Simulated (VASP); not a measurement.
**PbS: single point with LDA**

The system is PbS.

```
CELL_PARAMETERS angstrom
0.00000 2.98951 2.98951
2.98951 0.00000 2.98951
2.98951 2.98951 0.00000
ATOMIC_POSITIONS crystal
Pb 0.00000 0.00000 0.00000
S 0.50000 0.50000 0.50000
```

This cell differs from its parent crystal: volume scaled by 1.025.

```json
{
 "Program": "VASP 6.6.1",
 "Task": "single point",
 "Functional": "LDA",
 "Potentials or basis": "VASP PAW LDA potentials, release 64 (Pb_d, S)",
 "Cutoff": "520 eV",
 "k mesh": "8 × 8 × 8",
 "Occupations": "fermi-dirac, width 0.01 eV",
 "Spin": "no spin polarisation"
}
```

- Pressure: -3.8 GPa
- Band gap on the k mesh: 0.29 eV, direct

Levels at points of the mesh, in eV from the valence-band top:
```tsv
k point	band 8	band 9	band 10	band 11	band 12	band 13
(0.00, 0.00, 0.00)	-2.02	-2.02	-2.02	5.02	5.02	5.02
(0.50, 0.00, 0.00)	-1.64	-1.64	0.00	0.29	1.91	1.91
(0.50, 0.50, 0.00)	-5.03	-3.29	-3.29	3.85	5.41	5.49
```

Wall time 16 s on 1 thread of Intel Xeon 6975P-C, on a shared host, peak memory 0.16 GiB.

Caveat: spin-orbit coupling is left out, which moves the levels of the heavy elements. A k mesh can miss the band edges.
